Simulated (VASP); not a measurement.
Wanted: the native input for a VASP 6.6.1 run.

- Task: single point
- Functional: PBEsol
- Potentials or basis: VASP PAW PBE potentials, release 64 (Bi_d)
- Cutoff: 520 eV
- k mesh: 20 × 20 × 20
- Occupations: gaussian, width 0.05 eV
- Spin: no spin polarisation
- Dipole correction: no
- Further INCAR settings: ALGO = Normal; EDIFF = 1e-06; NBANDS = 14

The structure of Bi lies in POSCAR:

```
Bi
1.0
   -1.5726640237      1.5726640237      1.5726640237
    1.5726640237     -1.5726640237      1.5726640237
    1.5726640237      1.5726640237     -1.5726640237
Bi
1
Direct
    0.0000000000      0.0000000000      0.0000000000
```

These files were run (other wordings do the same):

INCAR

```
SYSTEM = Bi
ALGO     = Normal         ! electronic algorithm
EDIFF    = 1E-6           ! SCF threshold, eV
ENCUT    = 520            ! plane-wave cutoff, eV
GGA      = PS             ! functional
ISIF     = 2              ! what is computed and relaxed
ISMEAR   = 0              ! smearing method
LASPH    = .TRUE.         ! aspherical terms in the spheres
LCHARG   = .FALSE.        ! write CHGCAR
LREAL    = .FALSE.        ! projectors in reciprocal space
LWAVE    = .FALSE.        ! write WAVECAR
NBANDS   = 14             ! bands
NELM     = 60             ! most SCF steps
PREC     = Accurate       ! precision mode
SIGMA    = 0.05           ! smearing width, eV
```

KPOINTS

```
k-points
0
G
  20 20 20
  0 0 0
```

Potentials or basis: VASP PAW PBE potentials, release 64 (Bi_d).

Command:

```console
$ cat potpaw_PBE.64/Bi_d/POTCAR > POTCAR
$ mpirun -np 1 vasp_std > vasp.out
```

It gave:

The pressure is 184.7 GPa.

Caveat: the PAW data sets were made with another functional, which shifts forces and pressure a little.

It took 22 s on 1 thread of Intel Xeon 6975P-C (shared host), peak memory 0.16 GiB.
